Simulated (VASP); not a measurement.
# Cr (I4/mmm) in VASP: notebook, part 2 of 2

VASP 6.6.1.

## (7) Single point, PBEsol (strain +0.025 along x and y, -0.050 along z)

Contents of INCAR:

```
SYSTEM = Cr
PREC     = Accurate       ! precision mode
ENCUT    = 520            ! plane-wave cutoff, eV
EDIFF    = 1E-6           ! SCF threshold, eV
ISMEAR   = 0              ! smearing method
SIGMA    = 0.15           ! smearing width, eV
LREAL    = .FALSE.        ! projectors in reciprocal space
LASPH    = .TRUE.         ! aspherical terms in the spheres
NELM     = 60             ! most SCF steps
ALGO     = Fast           ! electronic algorithm
ISIF     = 2              ! what is computed and relaxed
LWAVE    = .FALSE.        ! write WAVECAR
LCHARG   = .FALSE.        ! write CHGCAR
GGA      = PS             ! functional
NBANDS   = 12             ! bands
```

Contents of KPOINTS:

```
regular mesh
0
G
  24 24 24
  0 0 0
```

Contents of POSCAR:

```
Cr
1.0
   -1.4779987500      1.4779987500      1.3698525000
    1.4779987500     -1.4779987500      1.3698525000
    1.4779987500      1.4779987500     -1.3698525000
Cr
1
Direct
    0.0000000000      0.0000000000      0.0000000000
```

Potentials or basis: VASP PAW PBE potentials, release 64 (Cr_pv).

On the command line:

```bash
> cat potpaw_PBE.64/Cr_pv/POTCAR > POTCAR
> mpirun -np 1 vasp_std > vasp.out
```

OUTCAR:

```text
SYSTEM = Cr
   PREC = Accurate
   ENCUT = 520
   EDIFF = 1E-6
   ISMEAR = 0
   LREAL = .FALSE.
   LASPH = .TRUE.
   NELM = 60
   ISIF = 2
   GGA = PS

 ion  position               nearest neighbor table
   1  0.000  0.000  0.000-

  LATTYP: Found a body centered tetragonal cell.
 ALAT       =     2.9559975000
 C/A-ratio  =     0.9268292683

  Lattice vectors:

 A1 = (  -1.4779987500,   1.4779987500,   1.3698525000)
 A2 = (   1.4779987500,  -1.4779987500,   1.3698525000)
 A3 = (   1.4779987500,   1.4779987500,  -1.3698525000)

Analysis of symmetry for initial positions (statically):
=====================================================================
 Subroutine PRICEL returns:
 Original cell was already a primitive cell.

 Routine SETGRP: Setting up the symmetry group for a
 body centered tetragonal supercell.

 Subroutine GETGRP returns: Found 16 space group operations
 (whereof 16 operations were pure point group operations)
 out of a pool of 16 trial point group operations.

The static configuration has the point symmetry D_4h.

Analysis of symmetry for dynamics (positions and initial velocities):
[... 161 lines left out ...]
 cond. band min:      10.3264894804   @ k =  -0.2083   0.2917   0.1667
 fundamental gap:      0.0008325344
 Fermi energy:        10.3257556230

 k-point     1 :       0.0000    0.0000    0.0000
  band No.  band energies     occupation
      1     -32.3101      2.00000
      2     -32.3101      2.00000
      3     -32.2611      2.00000
      4       2.5746      2.00000
      5       9.0767      2.00000
      6       9.7121      2.00000
      7       9.7121      2.00000
      8      11.0257      0.00000
      9      11.6771      0.00000
     10      17.4026      0.00000
     11      31.7807      0.00000
     12      31.7807      0.00000
[... 331 lines left out ...]
 k-point    24 :       0.4583    0.0417    0.0000
  band No.  band energies     occupation
      1     -33.1051      2.00000
      2     -32.5849      2.00000
      3     -32.3255      2.00000
      4       6.0808      2.00000
      5       7.7878      2.00000
      6      11.0857      0.00000
      7      11.5418      0.00000
      8      12.1843      0.00000
      9      13.2233      0.00000
     10      17.3992      0.00000
     11      20.1692      0.00000
     12      26.7506      0.00000

 [... further k-points ...]
[... 5 lines left out ...]
  --------------------------------------------------------------------------------------
  -------------------------------------------------------------------------------------
  Total       -1.8563861     -1.8563861     -0.0415777     -0.0000000      0.0000000      0.0000000
  in kB     -248.4831648   -248.4831648     -5.5653066     -0.0000000      0.0000000      0.0000000
  external PRESSURE =    -167.5105454 kB  Pullay stress =       0.0000000 kB

 VOLUME and BASIS-vectors are now :
 -----------------------------------------------------------------------------
  energy-cutoff  :      520.00
  volume of cell :       11.97
      direct lattice vectors                 reciprocal lattice vectors
    -1.477998750  1.477998750  1.369852500     0.000000000  0.338295279  0.365002801
     1.477998750 -1.477998750  1.369852500     0.338295279  0.000000000  0.365002801
     1.477998750  1.477998750 -1.369852500     0.338295279  0.338295279  0.000000000

 POSITION                                       TOTAL-FORCE (eV/Angst)
 -----------------------------------------------------------------------------------
      0.00000      0.00000      0.00000         0.000000     -0.000000     -0.000000
 -----------------------------------------------------------------------------------
    total drift:                                0.000000     -0.000000     -0.000000

  FREE ENERGIE OF THE ION-ELECTRON SYSTEM (eV)
  ---------------------------------------------------
  free  energy   TOTEN  =       -10.1506687677 eV

  energy  without entropy=      -10.1416512049  energy(sigma->0) =      -10.14615999
```

OSZICAR:

```text
N       E                     dE             d eps       ncg     rms          rms(c)
DAV:   1     0.795519790688E+02    0.79552E+02   -0.71073E+03 25712   0.119E+03
DAV:   2    -0.108583649178E+02   -0.90410E+02   -0.87187E+02 26020   0.296E+02
DAV:   3    -0.120852905763E+02   -0.12269E+01   -0.12188E+01 28420   0.413E+01
DAV:   4    -0.120917867098E+02   -0.64961E-02   -0.64959E-02 27304   0.301E+00
DAV:   5    -0.120918652823E+02   -0.78572E-04   -0.78571E-04 28080   0.306E-01    0.133E+01
RMM:   6    -0.101827959527E+02    0.19091E+01   -0.49502E+00 27269   0.261E+01    0.225E+00
RMM:   7    -0.101630681814E+02    0.19728E-01   -0.90288E-02 28609   0.366E+00    0.115E+00
RMM:   8    -0.101516555233E+02    0.11413E-01   -0.12610E-02 29806   0.116E+00    0.283E-01
RMM:   9    -0.101506425548E+02    0.10130E-02   -0.31541E-03 29175   0.727E-01    0.366E-02
RMM:  10    -0.101506707343E+02   -0.28179E-04   -0.21652E-04 30119   0.219E-01    0.112E-02
RMM:  11    -0.101506694869E+02    0.12474E-05   -0.22093E-05 30272   0.688E-02    0.329E-03
RMM:  12    -0.101506687677E+02    0.71919E-06   -0.44132E-06 22109   0.283E-02
   1 F= -.10150669E+02 E0= -.10146160E+02  d E =-.901756E-02
```

stdout:

```text
POSCAR found type information on POSCAR Cr
 POSCAR found :  1 types and       1 ions
 scaLAPACK will be used
 -----------------------------------------------------------------------------
|                                                                             |
|                                                                             |
|     You enforced a specific xc type in the INCAR file but a different       |
|     I HOPE YOU KNOW WHAT YOU ARE DOING!                                     |
|                                                                             |
 -----------------------------------------------------------------------------

 LDA part: xc-table for (Slater+PW92), standard interpolation
 POSCAR, INCAR and KPOINTS ok, starting setup
 FFT: planning ... GRIDC
 FFT: planning ... GRID_SOFT
 FFT: planning ... GRID
 WAVECAR not read
 entering main loop
WARNING in EDDRMM: call to ZHEGV failed, returncode =   8  4     10
WARNING in EDDRMM: call to ZHEGV failed, returncode =   8  4     10
```

Wall time 2.6 min (1 thread of Intel Xeon Platinum 8375C at 2.90GHz (Ice Lake), shared host); peak memory 0.25 GiB.

Results:

```yaml
Free_energy: -10.1507 eV
Pressure: -16.8 GPa
Band_gap_on_the_k_mesh: zero (band 6 reaches 12.64 eV, above the bottom of band 7 at 9.51 eV)
```

Caveat: the cell differs from its parent crystal (strain +0.025 along x and y, -0.050 along z); the PAW data sets were made with another functional, which shifts forces and pressure a little; the run has no spin polarisation, though such a crystal can be magnetic.

## (8) Summary

```tsv
cell	gap on the mesh (eV)	pressure (GPa)
a = 2.542 Å, angles 106.9, 106.9, 114.8°, 1 atom	none	-25.0
a = 2.561 Å, angles 107.5, 107.5, 113.4°, 1 atom	none	-29.6
a = 2.437 Å, angles 111.6, 111.6, 105.3°, 1 atom	none	1.9
a = 2.459 Å, angles 112.3, 112.3, 104.0°, 1 atom	none	-3.8
a = 2.499 Å, angles 111.5, 111.5, 105.4°, 1 atom	none	-16.9
a = 2.499 Å, angles 107.5, 107.5, 113.5°, 1 atom	none	-16.8
```

Alike in all rows: task single point; level PBEsol; potentials or basis VASP PAW PBE potentials, release 64 (Cr_pv); no spin polarisation; k mesh 24 × 24 × 24; cutoff (eV) 520; smearing gaussian 0.15 eV.

Caveats: the PAW data sets were made with another functional, which shifts forces and pressure a little; the run has no spin polarisation, though such a crystal can be magnetic.

Absolute energies hang on the potentials; compare differences alone.
